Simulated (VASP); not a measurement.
# Sn4Se3 (F-43m) in VASP: single point with PBE

Aim: the single point of Sn4Se3 with PBE.

All numbers are computed with VASP 6.6.1; they aren't measurements. Logs are shortened: lines on timing, memory, paths and dates and some standing lists are left out, and cuts for length are marked.

## Step 1: The cell of the first run

Symmetry: F-43m, No. 216, cubic system. Conventional cell: a = 10.307 Å, b = 10.307 Å, c = 10.307 Å, α = 90.00°, β = 90.00°, γ = 90.00°. Within 3.4 Å of Sn (site symmetry 3m) lie 1 Se at 2.61 Å and 3 Sn at 3.03 Å. Within 3.4 Å of Se (site symmetry -43m) lie 4 Sn at 2.61 Å. Se (site symmetry -43m) has 12 Sn at 4.35 Å and 8 Se at 4.46 Å within 5.7 Å. Within 5.5 Å of Se (site symmetry -43m) lie 12 Sn at 4.22 Å and 10 Se at 4.46 to 5.15 Å.

The cell was built from a structure type or drawn by symmetry, and may not be a known phase.

## Step 2: Single point, PBE

The input, INCAR:

```
SYSTEM = Sn4Se3
PREC = Accurate
ENCUT = 500
EDIFF = 1E-6
ISMEAR = 0
SIGMA = 0.2
LREAL = .FALSE.
LASPH = .TRUE.
NELM = 120
ALGO = Normal
ISIF = 2
LWAVE = .FALSE.
LCHARG = .TRUE.
GGA = PE
LELF = .TRUE.
LVHAR = .TRUE.
NBANDS = 46
GGA_COMPAT = .FALSE.
```

The input, KPOINTS:

```
regular mesh
0
G
  3 3 3
  0 0 0
```

The input, POSCAR:

```
Sn4Se3
1.0
    0.0000000000      5.1533942707      5.1533942707
    5.1533942707      0.0000000000      5.1533942707
    5.1533942707      5.1533942707      0.0000000000
Sn Se
4 3
Direct
    0.6461292758      0.6461292758      0.6461292758
    0.6461292758      0.6461292758      1.0616121725
    0.6461292758      1.0616121725      0.6461292758
    1.0616121725      0.6461292758      0.6461292758
    0.5000000000      0.5000000000      0.5000000000
    0.2500000000      0.2500000000      0.2500000000
    0.0000000000      0.0000000000      0.0000000000
```

Potentials or basis: VASP PAW PBE potentials, release 64 (Sn_d, Se).

Started as:

```sh
cat potpaw_PBE.64/Sn_d/POTCAR potpaw_PBE.64/Se/POTCAR > POTCAR
mpirun -np 1 vasp_std > vasp.out
```

OUTCAR:

```text
SYSTEM = Sn4Se3
   PREC = Accurate
   ENCUT = 500
   EDIFF = 1E-6
   ISMEAR = 0
   LREAL = .FALSE.
   LASPH = .TRUE.
   NELM = 120
   ISIF = 2
   GGA = PE

 ion  position               nearest neighbor table
   1  0.646  0.646  0.646-   5 2.61   3 3.03   4 3.03   2 3.03
   2  0.646  0.646  0.062-   5 2.61   3 3.03   4 3.03   1 3.03
   3  0.646  0.062  0.646-   5 2.61   2 3.03   4 3.03   1 3.03
   4  0.062  0.646  0.646-   5 2.61   2 3.03   3 3.03   1 3.03
   5  0.500  0.500  0.500-   1 2.61   2 2.61   3 2.61   4 2.61
   6  0.250  0.250  0.250-
   7  0.000  0.000  0.000-

  LATTYP: Found a face centered cubic cell.
 ALAT       =    10.3067885414

  Lattice vectors:

 A1 = (   0.0000000000,   5.1533942707,   5.1533942707)
 A2 = (   5.1533942707,   0.0000000000,   5.1533942707)
 A3 = (   5.1533942707,   5.1533942707,   0.0000000000)

Analysis of symmetry for initial positions (statically):
=====================================================================
 Subroutine PRICEL returns:
 Original cell was already a primitive cell.

 Routine SETGRP: Setting up the symmetry group for a
 face centered cubic supercell.

 Subroutine GETGRP returns: Found 24 space group operations
 (whereof 24 operations were pure point group operations)
 out of a pool of 48 trial point group operations.

The static configuration has the point symmetry T_d .

Analysis of symmetry for dynamics (positions and initial velocities):
=====================================================================
 Subroutine PRICEL returns:
 Original cell was already a primitive cell.

 Routine SETGRP: Setting up the symmetry group for a
 face centered cubic supercell.

 Subroutine GETGRP returns: Found 24 space group operations
 (whereof 24 operations were pure point group operations)
 out of a pool of 48 trial point group operations.

The dynamic configuration has the point symmetry T_d .

 Subroutine INISYM returns: Found 24 space group operations
 (whereof 24 operations are pure point group operations),
 and found     1 'primitive' translations

----------------------------------------------------------------------------------------

                                     Primitive cell

  volume of cell :     273.7223

  direct lattice vectors                    reciprocal lattice vectors
     0.000000000  5.153394271  5.153394271    -0.097023432  0.097023432  0.097023432
     5.153394271  0.000000000  5.153394271     0.097023432 -0.097023432  0.097023432
     5.153394271  5.153394271  0.000000000     0.097023432  0.097023432 -0.097023432

  length of vectors
     7.288000070  7.288000070  7.288000070     0.168049514  0.168049514  0.168049514

  position of ions in fractional coordinates (direct lattice)
     0.646129276  0.646129276  0.646129276
     0.646129276  0.646129276  0.061612172
     0.646129276  0.061612172  0.646129276
     0.061612172  0.646129276  0.646129276
     0.500000000  0.500000000  0.500000000
     0.250000000  0.250000000  0.250000000
     0.000000000  0.000000000  0.000000000

  ion indices of the primitive-cell ions
   primitive index   ion index
                 1           1
                 2           2
                 3           3
                 4           4
                 5           5
                 6           6
                 7           7

----------------------------------------------------------------------------------------

 KPOINTS: regular mesh

Automatic generation of k-mesh.
 Grid dimensions read from file:
 generate k-points for:    3    3    3

 Generating k-lattice:

  Cartesian coordinates                     Fractional coordinates (reciprocal lattice)
    -0.032341144  0.032341144  0.032341144     0.333333333  0.000000000  0.000000000
     0.032341144 -0.032341144  0.032341144     0.000000000  0.333333333  0.000000000
     0.032341144  0.032341144 -0.032341144     0.000000000  0.000000000  0.333333333

  Length of vectors
     0.056016505  0.056016505  0.056016505

  Shift w.r.t. Gamma in fractional coordinates (k-lattice)
     0.000000000  0.000000000  0.000000000

 Subroutine IBZKPT returns following result:
 ===========================================

 Found      4 irreducible k-points:

 Following reciprocal coordinates:
            Coordinates               Weight
  0.000000  0.000000  0.000000      1.000000
  0.333333  0.000000  0.000000      8.000000
  0.333333  0.333333  0.000000      6.000000
 -0.333333  0.333333  0.000000     12.000000
   k-points           NKPTS =      4   k-points in BZ     NKDIM =      4   number of bands    NBANDS=     46
   number of dos      NEDOS =    301   number of ions     NIONS =      7
   total plane-waves  NPLWV = 157464
   dimension x,y,z NGX =    54 NGY =   54 NGZ =   54
   dimension x,y,z NGXF=   108 NGYF=  108 NGZF=  108
   ions per type =               4   3
   NGX,Y,Z   is equivalent  to a cutoff of  12.32, 12.32, 12.32 a.u.
   NGXF,Y,Z  is equivalent  to a cutoff of  24.64, 24.64, 24.64 a.u.
 SYSTEM =  Sn4Se3
   PREC   = accura    normal or accurate (medium, high low for compatibility)
   ISTART =      0    job   : 0-new  1-cont  2-samecut
   ICHARG =      2    charge: 1-file 2-atom 10-const
   ISPIN  =      1    spin polarized calculation?
   LNONCOLLINEAR =      F non collinear calculations
   LSORBIT =      F    spin-orbit coupling
   LASPH  =      T    aspherical Exc in radial PAW
   ENCUT  =  500.0 eV  36.75 Ry    6.06 a.u.  13.29 13.29 13.29*2*pi/ulx,y,z
   NELM   =    120;   NELMIN=  2; NELMDL= -5     # of ELM steps
   EDIFF  = 0.1E-05   stopping-criterion for ELM
   LREAL  =      F    real-space projection
   EDIFFG = 0.1E-04   stopping-criterion for IOM
   NSW    =      0    number of steps for IOM
   IBRION =     -1    ionic relax: 0-MD 1-quasi-New 2-CG
   NFREE  =      0    steps in history (QN), initial steepest desc. (CG)
   ISIF   =      2    stress and relaxation
   ISYM   =      2    0-nonsym 1-usesym 2-fastsym
   POTIM  = 0.5000    time-step for ionic-motion
   TEBEG  =    0.0;   TEEND  =   0.0 temperature during run
   PSTRESS=    0.0 pullay stress
   NELECT =      74.0000    total number of electrons
   NUPDOWN=      -1.0000    fix difference up-down
   EMIN   =  10.00;   EMAX   =-10.00  energy-range for DOS
   EFERMI =   0.00;   METHOD = LEGACY
   ISMEAR =     0;   SIGMA  =   0.20  broadening in eV -4-tet -1-fermi 0-gaus
   EFERMI_NEDOS =   21; number of points for ismear=-14 and -15
   IALGO  =     38    algorithm
   IMIX   =      4    mixing-type and parameters
     AMIX     =   0.40;   BMIX     =  1.00
     AMIX_MAG =   1.60;   BMIX_MAG =  1.00
  volume/ion in A,a.u.               =      39.10       263.88
  Fermi-wavevector in a.u.,A,eV,Ry     =   1.058560  2.000388 15.245991  1.120549
  Thomas-Fermi vector in A             =   2.193873
   LORBIT       =      0    0 simple, 1 ext, 2 COOP (PROOUT), +10 PAW based schemes
   GGA     = PE    functional components
   LHFCALC =     F    Hartree Fock is set to
   AEXX    =    0.0000 exact exchange contribution
   IVDW    =     0    specifies the selected vdW correction
   LEPSILON=     F    determine dielectric tensor
   LRPA    =     F    only Hartree local field effects (RPA)
 non-spin polarized calculation
 Gauss-broadening in eV      SIGMA  =   0.20
  energy-cutoff  :      500.00
  volume of cell :      273.72
 maximum number of plane-waves:      6967
 NGX is ok and might be reduce to    54
   NGX = 27   NGY = 27   NGZ = 27

 number of electron      74.0000017 magnetization

 Free energy of the ion-electron system (eV)
  ---------------------------------------------------
  ext. energy  EPLUGINS =         0.00000000
  ---------------------------------------------------
  free energy    TOTEN  =       -20.27774563 eV

  energy without entropy =      -20.14570439  energy(sigma->0) =      -20.21172501

 E-fermi :   2.3849     XC(G=0):  -8.0581

 val. band max:        2.2888647776   @ k =   0.3333   0.3333   0.0000
 cond. band min:       2.4768127962   @ k =   0.3333   0.0000   0.0000
 fundamental gap:      0.1879480185
 Fermi energy:         2.3848656698

 k-point     1 :       0.0000    0.0000    0.0000
  band No.  band energies     occupation
      1     -19.7821      2.00000
      2     -19.6536      2.00000
      3     -19.6536      2.00000
      4     -19.6536      2.00000
      5     -19.6418      2.00000
      6     -19.6418      2.00000
[... 38 lines left out ...]
     45       6.0649      0.00000
     46       6.6202      0.00000

 k-point     2 :       0.3333    0.0000    0.0000
  band No.  band energies     occupation
      1     -19.7595      2.00000
      2     -19.6530      2.00000
      3     -19.6496      2.00000
      4     -19.6496      2.00000
      5     -19.6382      2.00000
      6     -19.6382      2.00000
[... 38 lines left out ...]
     45       6.1047      0.00000
     46       6.5886      0.00000

 k-point     3 :       0.3333    0.3333    0.0000
  band No.  band energies     occupation
      1     -19.7501      2.00000
      2     -19.6582      2.00000
      3     -19.6450      2.00000
      4     -19.6450      2.00000
      5     -19.6408      2.00000
      6     -19.6359      2.00000
[... 38 lines left out ...]
     45       5.5374      0.00000
     46       6.1059      0.00000

 k-point     4 :      -0.3333    0.3333    0.0000
  band No.  band energies     occupation
      1     -19.7401      2.00000
      2     -19.6569      2.00000
      3     -19.6457      2.00000
      4     -19.6440      2.00000
      5     -19.6386      2.00000
      6     -19.6364      2.00000
[... 38 lines left out ...]
     45       5.5406      0.00000
     46       6.8400      0.00000

------------------------ aborting loop because EDIFF is reached ----------------------------------------

  FORCE on cell =-STRESS in cart. coord.  units (eV):
  Direction    XX          YY          ZZ          XY          YZ          ZX
  --------------------------------------------------------------------------------------
  -------------------------------------------------------------------------------------
  Total       -0.2820323     -0.2820323     -0.2820323     -0.0000000     -0.0000000      0.0000000
  in kB       -1.6508182     -1.6508182     -1.6508182     -0.0000000     -0.0000000      0.0000000
  external PRESSURE =      -1.6508182 kB  Pullay stress =       0.0000000 kB

 VOLUME and BASIS-vectors are now :
 -----------------------------------------------------------------------------
  energy-cutoff  :      500.00
  volume of cell :      273.72
      direct lattice vectors                 reciprocal lattice vectors
     0.000000000  5.153394271  5.153394271    -0.097023432  0.097023432  0.097023432
     5.153394271  0.000000000  5.153394271     0.097023432 -0.097023432  0.097023432
     5.153394271  5.153394271  0.000000000     0.097023432  0.097023432 -0.097023432

 POSITION                                       TOTAL-FORCE (eV/Angst)
 -----------------------------------------------------------------------------------
      6.65952      6.65952      6.65952         0.060122      0.060122      0.060122
      3.64727      3.64727      6.65952        -0.060122     -0.060122      0.060122
      3.64727      6.65952      3.64727        -0.060122      0.060122     -0.060122
      6.65952      3.64727      3.64727         0.060122     -0.060122     -0.060122
      5.15339      5.15339      5.15339        -0.000000     -0.000000     -0.000000
      2.57670      2.57670      2.57670        -0.000000     -0.000000     -0.000000
      0.00000      0.00000      0.00000        -0.000000     -0.000000     -0.000000
 -----------------------------------------------------------------------------------
    total drift:                                0.000003      0.000003      0.000003

  FREE ENERGIE OF THE ION-ELECTRON SYSTEM (eV)
  ---------------------------------------------------
  free  energy   TOTEN  =       -20.2777456299 eV

  energy  without entropy=      -20.1457043887  energy(sigma->0) =      -20.21172501
```

Run time: 56 s. Hardware: 1 thread of AMD EPYC 9R45 (Zen 5), shared host; peak memory 0.37 GiB.

What came out:

```yaml
Free_energy: -20.2777 eV
Pressure: -0.2 GPa
Largest_force: 0.104 eV/Å
Band_gap_on_the_k_mesh: zero (bands 37 and 38 overlap by 0.52 eV)
```

Forces in eV/Å, atoms in the order of the input:
```
Sn   0.060  0.060  0.060
Sn  -0.060 -0.060  0.060
Sn  -0.060  0.060 -0.060
Sn   0.060 -0.060 -0.060
Se   0.000  0.000  0.000
Se   0.000  0.000  0.000
Se   0.000  0.000  0.000
```

Levels at points of the mesh, in eV from the Fermi level:
```
           k point  band 35  band 36  band 37  band 38  band 39  band 40
(0.00, 0.00, 0.00)    -0.62    -0.61    -0.43    -0.43    -0.43     1.74
```

Caveat: semilocal functionals underestimate gaps, so a narrow gap can read as zero; spin-orbit coupling is left out, which moves the levels of the heavy elements.
